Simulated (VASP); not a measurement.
# Cr (Im-3m) in VASP: notebook, part 2 of 2

VASP 6.6.1.

## (3) Single point, r2SCAN

POSCAR reads:

```
Cr
1.0
   -1.4149597590      1.4149597590      1.4149597590
    1.4149597590     -1.4149597590      1.4149597590
    1.4149597590      1.4149597590     -1.4149597590
Cr
1
Direct
    0.0000000000      0.0000000000      0.0000000000
```

INCAR.step1 reads:

```
SYSTEM = Cr
PREC     = Accurate       ! precision mode
ENCUT    = 520            ! plane-wave cutoff, eV
ISMEAR   = -1             ! smearing method
SIGMA    = 0.1            ! smearing width, eV
LREAL    = .FALSE.        ! projectors in reciprocal space
LASPH    = .TRUE.         ! aspherical terms in the spheres
NELM     = 60             ! most SCF steps
NBANDS   = 12             ! bands
GGA      = PE             ! functional
ALGO     = Normal         ! electronic algorithm
EDIFF    = 1E-4           ! SCF threshold, eV
LWAVE    = .TRUE.         ! write WAVECAR
LCHARG   = .FALSE.        ! write CHGCAR
```

INCAR.step2 reads:

```
SYSTEM = Cr
PREC     = Accurate       ! precision mode
ENCUT    = 520            ! plane-wave cutoff, eV
EDIFF    = 1E-6           ! SCF threshold, eV
ISMEAR   = -1             ! smearing method
SIGMA    = 0.1            ! smearing width, eV
LREAL    = .FALSE.        ! projectors in reciprocal space
LASPH    = .TRUE.         ! aspherical terms in the spheres
NELM     = 60             ! most SCF steps
ALGO     = Normal         ! electronic algorithm
ISIF     = 2              ! what is computed and relaxed
LWAVE    = .FALSE.        ! write WAVECAR
LCHARG   = .FALSE.        ! write CHGCAR
METAGGA  = R2SCAN         ! meta-GGA
LMIXTAU  = .TRUE.       
NBANDS   = 12             ! bands
ISTART   = 1
```

KPOINTS reads:

```
Automatic mesh
0
G
  25 25 25
  0 0 0
```

Potentials or basis: VASP PAW PBE potentials, release 64 (Cr_pv).

Started as:

```
cat potpaw_PBE.64/Cr_pv/POTCAR > POTCAR
cp INCAR.step1 INCAR
mpirun -np 1 vasp_std > vasp.out
cp INCAR.step2 INCAR
mpirun -np 1 vasp_std > vasp.out
```

It took 2.1 min on 1 thread of Intel Xeon 6975P-C, shared host; peak memory 0.17 GiB.

It converged, with:

```
Free energy            : -14.8162 eV
Pressure               : 0.6 GPa
Band gap on the k mesh : zero (band 6 reaches 13.71 eV, above the bottom of band 7 at 10.21 eV)
```

Levels at points of the mesh, in eV from the Fermi level:
```tsv
k point	band 3	band 4	band 5	band 6	band 7	band 8	band 9	band 10
(0.00, 0.00, 0.00)	-44.31	-8.49	-0.99	-0.99	-0.99	1.44	1.44	3.22
```

Caveat: the PAW data sets were made with another functional, which shifts forces and pressure a little; the run has no spin polarisation, though such a crystal can be magnetic. Spin polarisation is off, so any magnetic state and its effect on volume and gap are missing.

## (4) Single point, r2SCAN, collinear spin, antiferromagnetic start (volume scaled by 1.08)

POSCAR reads:

```
Cr
1.0
    3.0406446583      0.0000000000      0.0000000000
    0.0000000000      3.0406446583      0.0000000000
    0.0000000000      0.0000000000      3.0406446583
Cr
2
Direct
    0.0000000000      0.0000000000      0.0000000000
    0.5000000000      0.5000000000      0.5000000000
```

INCAR.step1 reads:

```
SYSTEM = Cr
PREC     = Accurate       ! precision mode
ENCUT    = 520            ! plane-wave cutoff, eV
ISMEAR   = -1             ! smearing method
SIGMA    = 0.05           ! smearing width, eV
LREAL    = .False.        ! projectors in reciprocal space
LASPH    = .True.         ! aspherical terms in the spheres
NELM     = 150            ! most SCF steps
ISPIN    = 2              ! spin polarisation
MAGMOM   = 2.525 -2.525   ! initial moments
LMAXMIX  = 4              ! l up to which the mixer works
NBANDS   = 23             ! bands
GGA      = PE             ! functional
ALGO     = Normal         ! electronic algorithm
EDIFF    = 1E-4           ! SCF threshold, eV
LWAVE    = .True.         ! write WAVECAR
LCHARG   = .False.        ! write CHGCAR
```

INCAR.step2 reads:

```
SYSTEM = Cr
PREC     = Accurate       ! precision mode
ENCUT    = 520            ! plane-wave cutoff, eV
EDIFF    = 1E-6           ! SCF threshold, eV
ISMEAR   = -1             ! smearing method
SIGMA    = 0.05           ! smearing width, eV
LREAL    = .False.        ! projectors in reciprocal space
LASPH    = .True.         ! aspherical terms in the spheres
NELM     = 150            ! most SCF steps
ALGO     = Normal         ! electronic algorithm
ISIF     = 2              ! what is computed and relaxed
LWAVE    = .False.        ! write WAVECAR
LCHARG   = .False.        ! write CHGCAR
ISPIN    = 2              ! spin polarisation
MAGMOM   = 2.525 -2.525   ! initial moments
LORBIT   = 11             ! projections on sites
LMAXMIX  = 4              ! l up to which the mixer works
METAGGA  = R2SCAN         ! meta-GGA
LMIXTAU  = .True.       
NBANDS   = 23             ! bands
ISTART   = 1
```

KPOINTS reads:

```
Automatic mesh
0
Gamma
  17 17 17
  0 0 0
```

Started as:

```
cat potpaw_PBE.64/Cr_pv/POTCAR > POTCAR
cp INCAR.step1 INCAR
mpirun -np 1 vasp_std > vasp.out
cp INCAR.step2 INCAR
mpirun -np 1 vasp_std > vasp.out
```

Wall time 4 min (1 thread of Intel Xeon Platinum 8559C (Emerald Rapids), shared host); peak memory 0.26 GiB.

The run converged. Its results:

```yaml
Free_energy: -30.1036 eV
Pressure: -6.8 GPa
Band_gap_on_the_k_mesh: 0.12 eV
Net_moment: 0.00 μB per cell
Site_moments: Cr +2.97, -2.97 μB
Valence_electrons_inside_the_program's_atomic_spheres: Cr 10.95
```

Levels at points of the mesh, in eV from the valence-band top:
Spin up:
| k point | band 10 | band 11 | band 12 | band 13 | band 14 | band 15 |
| --- | --- | --- | --- | --- | --- | --- |
| (0.00, 0.00, 0.00) | -1.50 | -1.50 | -1.50 | 1.02 | 1.75 | 1.75 |
Spin down:
```csv
k point,band 10,band 11,band 12,band 13,band 14,band 15
"(0.00, 0.00, 0.00)",-1.50,-1.50,-1.50,1.02,1.75,1.75
```

Caveat: the PAW data sets were made with another functional, which shifts forces and pressure a little.

## (5) Single point, r2SCAN, collinear spin, antiferromagnetic start (volume scaled by 1.12)

POSCAR reads:

```
Cr
1.0
    3.0777293456      0.0000000000      0.0000000000
    0.0000000000      3.0777293456      0.0000000000
    0.0000000000      0.0000000000      3.0777293456
Cr
2
Direct
    0.0000000000      0.0000000000      0.0000000000
    0.5000000000      0.5000000000      0.5000000000
```

INCAR.step1 reads:

```
ALGO = Normal
EDIFF = 1E-4
ENCUT = 520
GGA = PE
ISMEAR = -1
ISPIN = 2
LASPH = True
LCHARG = False
LMAXMIX = 4
LREAL = False
LWAVE = True
MAGMOM = 2.525 -2.525
NBANDS = 23
NELM = 150
PREC = Accurate
SIGMA = 0.05
```

INCAR.step2 reads:

```
ALGO = Normal
EDIFF = 1E-6
ENCUT = 520
ISIF = 2
ISMEAR = -1
ISPIN = 2
ISTART = 1
LASPH = True
LCHARG = True
LELF = True
LMAXMIX = 4
LMIXTAU = True
LORBIT = 11
LREAL = False
LVHAR = True
LWAVE = False
MAGMOM = 2.525 -2.525
METAGGA = R2SCAN
NBANDS = 23
NELM = 150
PREC = Accurate
SIGMA = 0.05
```

KPOINTS reads:

```
k-points
0
Gamma
  17 17 17
```

Started as:

```
cat potpaw_PBE.64/Cr_pv/POTCAR > POTCAR
cp INCAR.step1 INCAR
mpirun -np 1 vasp_std > vasp.out
cp INCAR.step2 INCAR
mpirun -np 1 vasp_std > vasp.out
```

Run time: 4.3 min. Hardware: 1 thread of Intel Xeon Platinum 8559C (Emerald Rapids), shared host; peak memory 0.26 GiB.

The run converged. Its results:

```yaml
Free_energy: -30.0515 eV
Pressure: -9.5 GPa
Band_gap_on_the_k_mesh: 0.10 eV
Net_moment: 0.00 μB per cell
Site_moments: Cr +3.08, -3.08 μB
Valence_electrons_inside_the_program's_atomic_spheres: Cr 10.89
```

Levels at points of the mesh, in eV from the valence-band top:
Spin up:
```csv
k point,band 10,band 11,band 12,band 13,band 14,band 15
"(0.00, 0.00, 0.00)",-1.44,-1.44,-1.44,1.10,1.86,1.86
```
Spin down:
| k point | band 10 | band 11 | band 12 | band 13 | band 14 | band 15 |
| --- | --- | --- | --- | --- | --- | --- |
| (0.00, 0.00, 0.00) | -1.44 | -1.44 | -1.44 | 1.10 | 1.86 | 1.86 |

Caveat: the PAW data sets were made with another functional, which shifts forces and pressure a little.

## (6) Single point, r2SCAN, collinear spin, antiferromagnetic start (volume scaled by 0.88)

POSCAR reads:

```
Cr
1.0
    2.8400019744      0.0000000000      0.0000000000
    0.0000000000      2.8400019744      0.0000000000
    0.0000000000      0.0000000000      2.8400019744
Cr
2
Direct
    0.0000000000      0.0000000000      0.0000000000
    0.5000000000      0.5000000000      0.5000000000
```

INCAR.step1 reads:

```
SYSTEM = Cr
PREC = Accurate ; ENCUT = 520
ISMEAR = -1 ; SIGMA = 0.05
LREAL = .FALSE. ; LASPH = .TRUE.
NELM = 150 ; ISPIN = 2
MAGMOM = 2.525 -2.525 ; LMAXMIX = 4
NBANDS = 23 ; GGA = PE
ALGO = Normal ; EDIFF = 1E-4
LWAVE = .TRUE. ; LCHARG = .FALSE.
```

INCAR.step2 reads:

```
SYSTEM = Cr
PREC = Accurate ; ENCUT = 520
EDIFF = 1E-7 ; ISMEAR = -1
SIGMA = 0.05 ; LREAL = .FALSE.
LASPH = .TRUE. ; NELM = 150
ALGO = Normal ; ISIF = 2
LWAVE = .FALSE. ; LCHARG = .FALSE.
ISPIN = 2 ; MAGMOM = 2.525 -2.525
LORBIT = 11 ; LMAXMIX = 4
METAGGA = R2SCAN ; LMIXTAU = .TRUE.
NBANDS = 23 ; ISTART = 1
```

KPOINTS reads:

```
regular mesh
0
G
  17 17 17
  0 0 0
```

Potentials or basis: VASP PAW PBE potentials, release 64 (Cr_pv).

Started as:

```
cat potpaw_PBE.64/Cr_pv/POTCAR > POTCAR
cp INCAR.step1 INCAR
mpirun -np 1 vasp_std > vasp.out
cp INCAR.step2 INCAR
mpirun -np 1 vasp_std > vasp.out
```

Run time: 6.3 min. Hardware: 1 thread of Intel Xeon 6975P-C, shared host; peak memory 0.25 GiB.

It converged, with:

```yaml
Free_energy: -29.9842 eV
Pressure: 18.5 GPa
Band_gap_on_the_k_mesh: zero (filled and empty bands overlap)
Net_moment: 0.00 μB per cell
Site_moments: Cr +2.09, -2.09 μB
Valence_electrons_inside_the_program's_atomic_spheres: Cr 11.31
```

Levels at points of the mesh, in eV from the Fermi level:
Spin up:
```csv
k point,band 8,band 9,band 10,band 11,band 12,band 13,band 14,band 15,band 16,band 17
"(0.00, 0.00, 0.00)",-4.58,-4.58,-1.30,-1.30,-1.30,1.49,1.71,1.71,3.26,3.26
```
Spin down:
```
           k point  band 9  band 10  band 11  band 12  band 13  band 14  band 15  band 16
(0.00, 0.00, 0.00)   -4.58    -1.30    -1.30    -1.30     1.49     1.71     1.71     3.26
```

Caveat: the PAW data sets were made with another functional, which shifts forces and pressure a little.

## (7) Summary

| spin | cell | k mesh | smearing | gap on the mesh (eV) | pressure (GPa) | moment (μB) |
| --- | --- | --- | --- | --- | --- | --- |
| off | a = 2.451 Å, angles 109.5°, 1 atom | 15 × 15 × 15 | gaussian 1 eV | none | 4.1 | - |
| off | a = 2.451 Å, angles 109.5°, 1 atom | 25 × 25 × 25 | fermi-dirac 0.1 eV | none | 0.6 | - |
| collinear, antiferromagnetic start | a = 3.041 Å, 2 atoms | 17 × 17 × 17 | fermi-dirac 0.05 eV | 0.12 | -6.8 | 0.00 |
| collinear, antiferromagnetic start | a = 3.078 Å, 2 atoms | 17 × 17 × 17 | fermi-dirac 0.05 eV | 0.10 | -9.5 | 0.00 |
| collinear, antiferromagnetic start | a = 2.840 Å, 2 atoms | 17 × 17 × 17 | fermi-dirac 0.05 eV | none | 18.5 | 0.00 |

Alike in all rows: task single point; level r2SCAN; potentials or basis VASP PAW PBE potentials, release 64 (Cr_pv); cutoff (eV) 520.

Caveats: the PAW data sets were made with another functional, which shifts forces and pressure a little.

Absolute energies hang on the potentials; compare differences alone.
